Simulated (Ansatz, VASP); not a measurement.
**Two plane-wave programs on TaTe2H**

```
Ta Te H
1.0
    -2.51712    2.51712    3.29283
     2.51712   -2.51712    3.29283
     2.51712    2.51712   -3.29283
Ta Te H
1 2 1
Direct
  0.25993 0.25993 0.00000
  0.98906 0.48906 0.50000
  0.48906 0.98906 0.50000
  0.52455 0.52455 0.00000
```

Alike in both runs: functional PBE; k mesh 6 × 6 × 6; occupations gaussian, width 0.1 eV; no spin polarisation.

Ansatz relaxed the structure, and its values are those at the end. VASP's run is a single point on that final structure, the one shown.

|  | VASP | Ansatz |
| --- | --- | --- |
| version | VASP 6.6.1 | Ansatz 0.2.0 |
| potentials or method | VASP PAW PBE potentials, release 64 (Ta_pv, Te, H), cutoff 520 eV | scalar-relativistic, plane waves, PAW |
| valence electrons in the cell | 24 | 46 |

|  | VASP | Ansatz | Ansatz less VASP |
| --- | --- | --- | --- |
| gap on the k mesh at the Fermi level (eV) | none | none | - |
| pressure (GPa) | -0.1 | -0.1 | +0.03 |
| rms of the force components (eV/Å) | 0.004 | 0.004 | +0.0001 |

A gap of «none» marks a metal or a gap that the smearing closes. VASP's potentials hold 24 valence electrons a cell and Ansatz's 46, so a difference there can come from the potentials and not from the codes.

Spin-orbit coupling is off throughout.
